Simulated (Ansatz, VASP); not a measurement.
PbO: VASP beside Ansatz

File INCAR:

```
PREC = Accurate ; ENCUT = 600
EDIFF = 1E-6 ; ISMEAR = 1
SIGMA = 0.5 ; LREAL = F
LASPH = T ; NELM = 120
ALGO = Normal ; ISIF = 2
LWAVE = F ; LCHARG = F
GGA = PS ; NBANDS = 17
GGA_COMPAT = F
```

Contents of KPOINTS:

```
regular mesh
0
Gamma
  6 6 6
```

The input POSCAR:

```
PbO
1.0
    3.1793716482      0.0000000000      0.0000000000
    0.0000000000      3.1793716482      0.0000000000
    0.0000000000      0.0000000000      3.1793716482
Pb O
1 1
Direct
    0.0000000000      0.0000000000      0.0000000000
    0.5000000000      0.5000000000      0.5000000000
```

Input for Ansatz:

```yaml
crystal:
  lattice:
    - [3.1793716482, 0.0, 0.0]
    - [0.0, 3.1793716482, 0.0]
    - [0.0, 0.0, 3.1793716482]
  atoms:
    - { symbol: Pb, position: [0.0, 0.0, 0.0] }
    - { symbol: O, position: [0.5, 0.5, 0.5] }
kpoints:
  mp_grid: { grid: [6, 6, 6] }
hamiltonian:
  xc: pbesol
scf:
  occupations: { method: cold, width: 0.5 }
  n_extra_bands: 4
output:
  forces: true
  stress: true
  eigenvalues: true
```

Alike in both runs: task single point; functional PBEsol; k mesh 6 × 6 × 6; no spin polarisation.

```csv
,VASP,Ansatz
version,VASP 6.6.1,Ansatz 0.2.0
potentials or method,"VASP PAW PBE potentials, release 64 (Pb_d, O)",plane waves
plane-wave cutoff (eV),600,420
occupations,"methfessel-paxton of order 1, width 0.5 eV","cold, width 0.5 eV"
valence electrons in the cell,20,20
```

Ansatz gave:

```
pressure (GPa) : -2.3
```

Question: Which values does VASP return?

Answer: Pressure (GPa): -2.2.

VASP's potentials were made for PBE, not for PBEsol.

Neither program's run includes spin-orbit coupling.
